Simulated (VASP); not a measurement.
Set up this calculation in VASP 6.6.1, as the native input.

* Task: single point
* Functional: PBE
* Potentials or basis: VASP PAW PBE potentials, release 64 (B, P)
* Cutoff: 500 eV
* k mesh: 3 × 3 × 3
* Occupations: gaussian, width 0.01 eV
* Spin: no spin polarisation
* Dipole correction: no
* Further INCAR settings: ALGO = Normal; EDIFF = 1e-06; NBANDS = 11

The structure of BP lies in POSCAR:

```
BP
1.0
    0.0000000000      2.3279612538      2.3279612538
    2.3279612538      0.0000000000      2.3279612538
    2.3279612538      2.3279612538      0.0000000000
B P
1 1
Direct
    0.0000000000      0.0000000000      0.0000000000
    0.2500000000      0.2500000000      0.2500000000
```

One way to write it, as run:

INCAR

```
PREC = Accurate
ENCUT = 500
EDIFF = 1E-6
ISMEAR = 0
SIGMA = 0.01
LREAL = False
LASPH = True
NELM = 120
ALGO = Normal
ISIF = 2
LWAVE = False
LCHARG = False
GGA = PE
NBANDS = 11
GGA_COMPAT = False
```

KPOINTS

```
Automatic mesh
0
Gamma
  3 3 3
```

Potentials or basis: VASP PAW PBE potentials, release 64 (B, P).

Run with:

```console
$ cat potpaw_PBE.64/B/POTCAR potpaw_PBE.64/P/POTCAR > POTCAR
$ mpirun -np 1 vasp_std > vasp.out
```

It gave:

```
Pressure               : -7.0 GPa
Band gap on the k mesh : 1.41 eV, indirect (least direct gap 3.26 eV)
```

Caveat: the k points lie up to 0.78 Å⁻¹ apart.

Run time: 1.2 s on 1 thread of Intel(R) Xeon(R) 6975P-C (Granite Rapids) (shared host), peak memory 0.13 GiB.
